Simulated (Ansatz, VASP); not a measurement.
PbS: VASP beside Ansatz

Contents of POSCAR:

```
PbS
1.0
    2.9614766715     -2.9670406489      0.1816208587
    2.9614766715      2.9670406489      0.1816208587
   -0.3633244647      0.0000000000      5.9243026043
Pb S
2 2
Direct
    0.7500000000      0.7500000000      0.7499492225
    0.2500000000      0.2500000000      0.2500507775
    0.2500000000      0.2500000000      0.7498460568
    0.7500000000      0.7500000000      0.2501539432
```

The input INCAR.step1:

```
SYSTEM = PbS
  PREC = Accurate
  ENCUT = 520
  ISMEAR = 0
  SIGMA = 0.02
  LREAL = .False.
  LASPH = .True.
  NELM = 100
  NBANDS = 28
  GGA = PE
  ALGO = Normal
  EDIFF = 1E-4
  LWAVE = .True.
  LCHARG = .False.
```

File INCAR.step2:

```
SYSTEM = PbS
  PREC = Accurate
  ENCUT = 520
  EDIFF = 1E-6
  ISMEAR = 0
  SIGMA = 0.02
  LREAL = .False.
  LASPH = .True.
  NELM = 100
  ALGO = Normal
  ISIF = 2
  LWAVE = .False.
  LCHARG = .False.
  METAGGA = R2SCAN
  LMIXTAU = .True.
  NBANDS = 28
  ISTART = 1
```

File KPOINTS:

```
Automatic mesh
0
Gamma
  8 8 6
  0 0 0
```

Input for Ansatz:

```yaml
crystal:
  lattice:
    - [2.9614766715, -2.9670406489, 0.1816208587]
    - [2.9614766715, 2.9670406489, 0.1816208587]
    - [-0.3633244647, 0.0, 5.9243026043]
  atoms:
    - { symbol: Pb, position: [0.75, 0.75, 0.7499492225] }
    - { symbol: Pb, position: [0.25, 0.25, 0.2500507775] }
    - { symbol: S, position: [0.25, 0.25, 0.7498460568] }
    - { symbol: S, position: [0.75, 0.75, 0.2501539432] }
basis:
  ecutwfc: 500
kpoints:
  mp_grid: { grid: [8, 8, 6] }
  band_path: { path: [VBM, CBM], npoints: 2 }
hamiltonian:
  xc: r2scan
scf:
  occupations: { method: gaussian, width: 0.02 }
output:
  forces: false
  stress: false
  eigenvalues: true
checkpoint:
  read: start.run
  write: ck
  compress: false
  write_wavefunctions: false
  write_every: 100000
```

Alike in both runs: task single point; functional r2SCAN; k mesh 8 × 8 × 6; occupations gaussian, width 0.02 eV; no spin polarisation.

```csv
,VASP,Ansatz
version,VASP 6.6.1,Ansatz 0.2.0
potentials or method,"VASP PAW PBE potentials, release 64 (Pb_d, S), cutoff 520 eV","scalar-relativistic, plane waves, PAW"
valence electrons in the cell,40,40
```

Ansatz gave:

| Property | Result |
| --- | --- |
| gap on the k mesh at the Fermi level (eV) | 0.62 |
| least direct gap on the mesh (eV) | 0.62 |

Which values does VASP return?

gap on the k mesh at the Fermi level (eV): 0.63; least direct gap on the mesh (eV): 0.63.

VASP's potentials were made for PBE, not for r2SCAN.

Neither program's run includes spin-orbit coupling.
